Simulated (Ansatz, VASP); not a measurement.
BaTiO3 in VASP and in Ansatz

```
Ba Ti O
1.0
     4.04523    0.00000    0.00000
     0.00000    4.04523    0.00000
     0.00000    0.00000    4.26349
Ba Ti O
1 1 3
Direct
  0.50000 0.50000 0.59676
  0.00000 0.00000 0.11177
  0.00000 0.50000 0.05929
  0.50000 0.00000 0.05929
  0.00000 0.00000 0.53288
```

Change from the starting cell: equal strain along all axes, cell held, atoms relaxed: +1.5 %.

Alike in both runs: functional PBE; k mesh 8 × 8 × 6; occupations gaussian, width 0.02 eV; no spin polarisation.

Ansatz relaxed the structure, and its values are those at the end. VASP's run is a single point on that final structure, the one shown.

|  | VASP | Ansatz |
| --- | --- | --- |
| version | VASP 6.6.1 | Ansatz 0.2.0 |
| potentials or method | VASP PAW PBE potentials, release 64 (Ba_sv, Ti_sv, O), cutoff 520 eV | scalar-relativistic, plane waves, PAW |
| valence electrons in the cell | 40 | 40 |

Ansatz gave:

| Property | Result |
| --- | --- |
| gap on the k mesh at the Fermi level (eV) | 1.79 |
| least direct gap on the mesh (eV) | 2.35 |
| pressure (GPa) | -5.0 |
| rms of the force components (eV/Å) | 0.003 |

Problem. What did VASP give for the same quantities?

Solution. gap on the k mesh at the Fermi level (eV): 1.74; least direct gap on the mesh (eV): 2.32; pressure (GPa): -3.6; rms of the force components (eV/Å): 0.039.

With one functional, cell and mesh, what is left measures potentials, basis and numerics. Ansatz's warnings: stress scf threshold loose.

Spin-orbit coupling is off throughout.
